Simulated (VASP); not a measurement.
# O (C2/m) in VASP: notebook, part 2 of 2

VASP 6.6.1. Earlier steps stand in the parts before.

### 3 Single point, PBEsol (shortest bond scaled by 0.58)

INCAR reads:

```
SYSTEM = O
ALGO = Normal ; EDIFF = 1E-7
ENCUT = 520 ; GGA = PS
ISIF = 2 ; ISMEAR = -1
LASPH = .True. ; LCHARG = .False.
LREAL = .False. ; LWAVE = .False.
NBANDS = 13 ; NELM = 80
PREC = Accurate ; SIGMA = 0.05
```

KPOINTS reads:

```
k-points
0
Gamma
  14 14 8
  0 0 0
```

POSCAR reads:

```
O
1.0
    2.5029894065      0.0000000000      0.0000000000
   -1.2514947032      2.1676524114      0.0000000000
    0.0000000000      0.0000000000      4.0548428385
O
2
Direct
    0.1933333333      0.5966666667      0.1450000000
    0.8066666667      0.4033333333      0.8550000000
```

Potentials or basis: VASP PAW PBE potentials, release 64 (O).

The run is started by

```sh
$ cat potpaw_PBE.64/O/POTCAR > POTCAR
$ mpirun -np 1 vasp_std > vasp.out
```

OUTCAR:

```text
SYSTEM = O
   EDIFF = 1E-7
   ENCUT = 520
   GGA = PS
   ISIF = 2
   ISMEAR = -1
   LASPH = .True.
   LREAL = .False.
   NELM = 80
   PREC = Accurate

 ion  position               nearest neighbor table
   1  0.193  0.597  0.145-   2 1.44
   2  0.807  0.403  0.855-   1 1.44

  LATTYP: Found a hexagonal cell.
 ALAT       =     2.5029894065
 C/A-ratio  =     1.6200000000

  Lattice vectors:

 A1 = (   2.5029894065,   0.0000000000,   0.0000000000)
 A2 = (  -1.2514947032,   2.1676524114,   0.0000000000)
 A3 = (   0.0000000000,   0.0000000000,   4.0548428385)

Analysis of symmetry for initial positions (statically):
=====================================================================
 Subroutine PRICEL returns:
 Original cell was already a primitive cell.

 Routine SETGRP: Setting up the symmetry group for a
 hexagonal supercell.

 Subroutine GETGRP returns: Found  4 space group operations
 (whereof  4 operations were pure point group operations)
 out of a pool of 24 trial point group operations.

The static configuration has the point symmetry C_2h.

Analysis of symmetry for dynamics (positions and initial velocities):
=====================================================================
 Subroutine PRICEL returns:
 Original cell was already a primitive cell.

 Routine SETGRP: Setting up the symmetry group for a
 hexagonal supercell.

 Subroutine GETGRP returns: Found  4 space group operations
 (whereof  4 operations were pure point group operations)
 out of a pool of 24 trial point group operations.

The dynamic configuration has the point symmetry C_2h.

 Subroutine INISYM returns: Found  4 space group operations
 (whereof  4 operations are pure point group operations),
 and found     1 'primitive' translations

[... 119 lines left out ...]
   GGA     = PS    functional components
   LHFCALC =     F    Hartree Fock is set to
   AEXX    =    0.0000 exact exchange contribution
   IVDW    =     0    specifies the selected vdW correction
   LEPSILON=     F    determine dielectric tensor
   LRPA    =     F    only Hartree local field effects (RPA)
 non-spin polarized calculation
  energy-cutoff  :      520.00
  volume of cell :       22.00
 maximum number of plane-waves:       606
   NGX =  9   NGY =  9   NGZ = 15

 number of electron      12.0000004 magnetization

 Free energy of the ion-electron system (eV)
  ---------------------------------------------------
  ext. energy  EPLUGINS =         0.00000000
  ---------------------------------------------------
  free energy    TOTEN  =        -8.07527282 eV

  energy without entropy =       -8.04925816  energy(sigma->0) =       -8.06226549

 E-fermi :  -0.2235     XC(G=0):  -9.8777

 val. band max:       -0.2249007747   @ k =  -0.0714   0.4286   0.3750
 cond. band min:      -0.2226319404   @ k =   0.3571   0.2143   0.0000
 fundamental gap:      0.0022688343
 Fermi energy:        -0.2234904024

 k-point     1 :       0.0000    0.0000    0.0000
  band No.  band energies     occupation
      1     -23.3916      2.00000
      2     -14.8378      2.00000
      3      -6.4501      2.00000
      4      -1.8063      2.00000
      5      -1.6675      2.00000
      6      -1.3691      2.00000
      7       0.4799      0.00000
      8       5.2296      0.00000
      9      10.0678      0.00000
     10      17.6568      0.00000
     11      18.3751      0.00000
     12      26.6927      0.00000
     13      27.8110      0.00000
[... 354 lines left out ...]
  band No.  band energies     occupation
      1     -21.9380      2.00000
      2     -14.9366      2.00000
      3      -6.8710      2.00000
      4      -5.0449      2.00000
      5      -3.3606      2.00000
      6      -0.5040      1.99271
      7       0.8073      0.00000
      8       4.4153      0.00000
      9      12.9539      0.00000
     10      16.7579      0.00000
     11      18.8566      0.00000
     12      22.2100      0.00000
     13      25.0569      0.00000

 [... further k-points ...]

------------------------ aborting loop because EDIFF is reached ----------------------------------------

  FORCE on cell =-STRESS in cart. coord.  units (eV):
  Direction    XX          YY          ZZ          XY          YZ          ZX
  --------------------------------------------------------------------------------------
  -------------------------------------------------------------------------------------
  Total        1.4847965      0.8530284     -7.1894830      0.5471272     -2.4894652     -4.3118806
  in kB      108.1321486     62.1228535   -523.5830310     39.8452183   -181.2983961   -314.0180599
  external PRESSURE =    -117.7760096 kB  Pullay stress =       0.0000000 kB

 VOLUME and BASIS-vectors are now :
 -----------------------------------------------------------------------------
  energy-cutoff  :      520.00
  volume of cell :       22.00
      direct lattice vectors                 reciprocal lattice vectors
     2.502989406  0.000000000  0.000000000     0.399522266  0.230664288  0.000000000
    -1.251494703  2.167652411  0.000000000     0.000000000  0.461328576  0.000000000
     0.000000000  0.000000000  4.054842838     0.000000000  0.000000000  0.246618683

 POSITION                                       TOTAL-FORCE (eV/Angst)
 -----------------------------------------------------------------------------------
     -0.26281      1.29337      0.58795        -3.596737     -2.076577     -5.788389
      1.51431      0.87429      3.46689         3.596737      2.076577      5.788389
 -----------------------------------------------------------------------------------
    total drift:                                0.000000      0.000000     -0.000000

  FREE ENERGIE OF THE ION-ELECTRON SYSTEM (eV)
  ---------------------------------------------------
  free  energy   TOTEN  =        -8.0752728161 eV

  energy  without entropy=       -8.0492581557  energy(sigma->0) =       -8.06226549
```

Run time: 38 s. Hardware: 1 thread of Intel Xeon 6975P-C (Granite Rapids), shared host; peak memory 0.2 GiB.

What came out:

```
Free energy            : -8.0753 eV
Pressure               : -11.8 GPa
Largest force          : 7.124 eV/Å
Band gap on the k mesh : zero (bands 6 and 7 overlap by 0.69 eV)
```

Forces on the atoms (eV/Å):
```
O   -3.597 -2.077 -5.788
O    3.597  2.077  5.788
```

Caveat: the cell differs from its parent crystal (shortest bond scaled by 0.58); the stress differs along the axes, from -52 to 11 GPa; the PAW data sets were made with another functional, which shifts forces and pressure a little.

### 4 Single point, PBEsol (shortest bond scaled by 0.58)

INCAR reads:

```
PREC = Accurate
ENCUT = 520
EDIFF = 1E-6
ISMEAR = -1
SIGMA = 0.05
LREAL = F
LASPH = T
NELM = 60
ALGO = Normal
ISIF = 2
LWAVE = F
LCHARG = F
GGA = PS
NBANDS = 13
```

KPOINTS reads:

```
Automatic mesh
0
Gamma
  14 14 8
```

POSCAR is that of step 3.

The run is started by

```sh
$ cat potpaw_PBE.64/O/POTCAR > POTCAR
$ mpirun -np 1 vasp_std > vasp.out
```

Run time: 44 s. Hardware: 1 thread of Intel Xeon 6975P-C (Granite Rapids), shared host; peak memory 0.2 GiB.

It converged, with:

* Free energy: -8.0753 eV
* Pressure: -11.8 GPa
* Largest force: 7.124 eV/Å
* Band gap on the k mesh: zero (bands 6 and 7 overlap by 0.69 eV)

Forces on the atoms (eV/Å):
```
O   -3.597 -2.077 -5.788
O    3.597  2.077  5.788
```

Stress tensor (GPa, compression positive):
```
 10.81   3.98 -31.40
  3.98   6.21 -18.13
-31.40 -18.13 -52.36
```

Levels at points of the mesh, in eV from the Fermi level:
```tsv
k point	band 3	band 4	band 5	band 6	band 7	band 8	band 9	band 10
(0.00, 0.00, 0.00)	-6.23	-1.58	-1.44	-1.15	0.70	5.45	10.29	17.88
(0.50, 0.00, 0.00)	-6.18	-6.08	-3.39	-0.35	1.20	4.13	15.19	16.06
(0.00, 0.50, 0.00)	-6.99	-5.54	-2.20	-1.58	-0.31	5.12	14.47	16.24
(0.00, 0.00, 0.50)	-5.36	-1.79	-1.57	-0.78	0.69	4.20	11.62	15.65
(0.50, 0.00, 0.50)	-6.48	-6.22	-3.35	0.23	1.12	4.77	14.32	15.48
(0.00, 0.50, 0.50)	-7.04	-5.36	-2.30	-1.73	0.03	5.03	14.56	16.61
```

Caveat: the cell differs from its parent crystal (shortest bond scaled by 0.58); the stress differs along the axes, from -52 to 11 GPa; the PAW data sets were made with another functional, which shifts forces and pressure a little.
